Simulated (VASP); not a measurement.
Set up this calculation in VASP 6.6.1, as the native input.

| Item | Value |
| --- | --- |
| Task | single point |
| Functional | PBEsol |
| Potentials or basis | VASP PAW PBE potentials, release 64 (B) |
| Cutoff | 520 eV |
| k mesh | 9 × 9 × 9 |
| Occupations | gaussian, width 0.1 eV |
| Spin | no spin polarisation |
| Dipole correction | no |
| Further INCAR settings | LREAL = Auto; ALGO = Normal; EDIFF = 1e-06; NBANDS = 36 |

The structure of B lies in POSCAR:

```
B
1.0
    2.8941901731      1.6709614756      3.9703204373
   -2.8941901731      1.6709614756      3.9703204373
    0.0000000000     -3.3419229511      3.9703204373
B
15
Direct
    0.5000000000      0.5000000000      0.5000000000
    0.8063801915      0.3010185936      0.8063801915
    0.8063801915      0.8063801915      0.3010185936
    0.3010185936      0.8063801915      0.8063801915
    0.1936198085      0.6989814064      0.1936198085
    0.6989814064      0.1936198085      0.1936198085
    0.1936198085      0.1936198085      0.6989814064
    0.0066522858      0.3299710766      0.0066522858
    0.0066522858      0.0066522858      0.3299710766
    0.3299710766      0.0066522858      0.0066522858
    0.9933477142      0.6700289234      0.9933477142
    0.6700289234      0.9933477142      0.9933477142
    0.9933477142      0.9933477142      0.6700289234
    0.6358973297      0.6358973297      0.6358973297
    0.3641026703      0.3641026703      0.3641026703
```

These files were run (other wordings do the same):

INCAR

```
PREC = Accurate
ENCUT = 520
EDIFF = 1E-6
ISMEAR = 0
SIGMA = 0.1
LREAL = Auto
LASPH = T
NELM = 100
ALGO = Normal
ISIF = 2
LWAVE = F
LCHARG = F
GGA = PS
NBANDS = 36
```

KPOINTS

```
regular mesh
0
Gamma
  9 9 9
```

Potentials or basis: VASP PAW PBE potentials, release 64 (B).

Launch:

```sh
$ cat potpaw_PBE.64/B/POTCAR > POTCAR
$ mpirun -np 1 vasp_std > vasp.out
```

It gave:

```
Pressure      : 0.3 GPa
Largest force : 0.024 eV/Å
```

Caveat: the PAW data sets were made with another functional, which shifts forces and pressure a little.

Wall time 7.6 min on 1 thread of Intel(R) Xeon(R) Platinum 8259CL CPU @ 2.50GHz (Skylake/Cascade Lake), with other jobs on the host, peak memory 0.36 GiB.
